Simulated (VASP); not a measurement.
Rh, 1 atom in the cell. It takes space group Fm-3m (No. 225, cubic). Conventional cell: a = 3.993 Å, b = 3.993 Å, c = 3.993 Å, α = 90.00°, β = 90.00°, γ = 90.00°. Within 3.7 Å of Rh (site symmetry m-3m) lie 12 Rh at 2.82 Å.  This cell differs from its parent crystal: strain +0.050 along x and y, +0.050 along z.

| Quantity | Value |
| --- | --- |
| Program | VASP 6.6.1 |
| Task | single point |
| Functional | r2SCAN |
| Potentials or basis | VASP PAW PBE potentials, release 64 (Rh_pv) |
| Cutoff | 520 eV |
| k mesh | 22 × 22 × 22 |
| Occupations | gaussian, width 0.15 eV |
| Spin | no spin polarisation |
| Dipole correction | no |
| Further INCAR settings | ALGO = Normal; EDIFF = 1e-07; NBANDS = 14 |

Potentials or basis: VASP PAW PBE potentials, release 64 (Rh_pv).

Run with:

```bash
$ cat potpaw_PBE.64/Rh_pv/POTCAR > POTCAR
$ cp INCAR.step1 INCAR
$ mpirun -np 1 vasp_std > vasp.out
$ cp INCAR.step2 INCAR
$ mpirun -np 1 vasp_std > vasp.out
```

Hardware: 1 thread of Intel(R) Xeon(R) 6975P-C (Granite Rapids), with other jobs on the host.

How long does it take, and how much memory?

It took 86 s on 1 thread of Intel(R) Xeon(R) 6975P-C (Granite Rapids), on a shared host, peak memory 0.19 GiB. Counts: k points 328.
